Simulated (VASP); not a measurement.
SiO2: single point with PBE

Crystal: SiO2.

```
Si O
1.0
    -2.56812    2.56812    3.65784
     2.56812   -2.56812    3.65784
     2.56812    2.56812   -3.65784
Si O
2 4
Direct
  0.00000 0.00000 0.00000
  0.75000 0.25000 0.50000
  0.94093 0.62500 0.81593
  0.37500 0.19093 0.31593
  0.80907 0.12500 0.18407
  0.87500 0.05907 0.68407
```

This cell differs from its parent crystal: biaxial xy strain +3.9%.

```json
{"Program": "VASP 6.6.1", "Task": "single point", "Functional": "PBE", "Potentials or basis": "VASP PAW PBE potentials, release 64 (Si, O)", "Cutoff": "520 eV", "k mesh": "8 × 8 × 8", "Occupations": "fermi-dirac, width 0.02 eV", "Spin": "no spin polarisation", "Dipole correction": "no", "Further INCAR settings": "ALGO = Normal; EDIFF = 1e-06; NBANDS = 25"}
```

* Pressure: 2.6 GPa
* Largest force: 0.182 eV/Å
* Band gap on the k mesh: 5.66 eV, direct

Forces on the atoms (eV/Å):
```
Si   0.000  0.000  0.000
Si   0.000  0.000  0.000
O    0.000  0.182  0.000
O    0.182  0.000  0.000
O    0.000 -0.182  0.000
O   -0.182  0.000  0.000
```

Stress tensor (GPa, compression positive):
```
2.42 0.00 0.00
0.00 2.42 0.00
0.00 0.00 2.96
```

Levels at points of the mesh, in eV from the valence-band top:
```tsv
k point	band 12	band 13	band 14	band 15	band 16	band 17	band 18	band 19	band 20	band 21
(0.00, 0.00, 0.00)	-1.82	-1.78	-0.35	0.00	0.00	5.66	8.76	9.65	9.65	9.72
(0.50, 0.00, 0.00)	-1.78	-1.72	-0.89	-0.71	-0.07	7.89	8.54	9.19	10.17	10.51
(0.50, 0.50, 0.00)	-2.26	-1.18	-1.18	-0.47	-0.47	8.68	8.68	10.29	10.29	10.99
(0.50, 0.50, 0.50)	-2.24	-1.44	-1.44	-0.51	-0.51	8.62	8.62	10.70	10.70	10.98
```

It took 110 s on 1 thread of Intel(R) Xeon(R) Platinum 8124M CPU @ 3.00GHz (Skylake/Cascade Lake) (shared host), peak memory 0.29 GiB.

Caveat: the cell differs from its parent crystal (biaxial xy strain +3.9%). A k mesh can miss the band edges.
